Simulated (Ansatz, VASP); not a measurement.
**TiN in VASP and in Ansatz**

```xyz
8
Lattice="3.0033 0.0000 0.0000 0.0000 3.0033 0.0000 0.0000 0.0000 22.3709" Properties=species:S:1:pos:R:3 pbc="T T T"
Ti    0.0000    0.0000    8.1266
Ti    1.5016    1.5016   10.1648
Ti    0.0000    0.0000   12.2061
Ti    1.5016    1.5016   14.2443
N     1.5016    1.5016    7.9568
N     0.0000    0.0000   10.0982
N     1.5016    1.5016   12.2727
N     0.0000    0.0000   14.4141
```

Alike in both runs: functional PBE; k mesh 12 × 12 × 1; occupations fermi-dirac, width 0.08 eV; no spin polarisation.

Ansatz relaxed the structure, and its values are those at the end. VASP's run is a single point on that final structure, the one shown.

|  | VASP | Ansatz |
| --- | --- | --- |
| version | VASP 6.6.1 | Ansatz 0.2.0 |
| potentials or method | VASP PAW PBE potentials, release 64 (Ti_sv, N) | PAW with Ansatz's default frozen-core files, scalar-relativistic |
| plane-wave cutoff (eV) | 520 | 420 |
| valence electrons in the cell | 68 | 68 |

|  | VASP | Ansatz | Ansatz less VASP |
| --- | --- | --- | --- |
| rms of the force components (eV/Å) | 0.009 | 0.001 | -0.0082 |

Ansatz's warnings: stress scf threshold loose, xc potential rough in thin density.
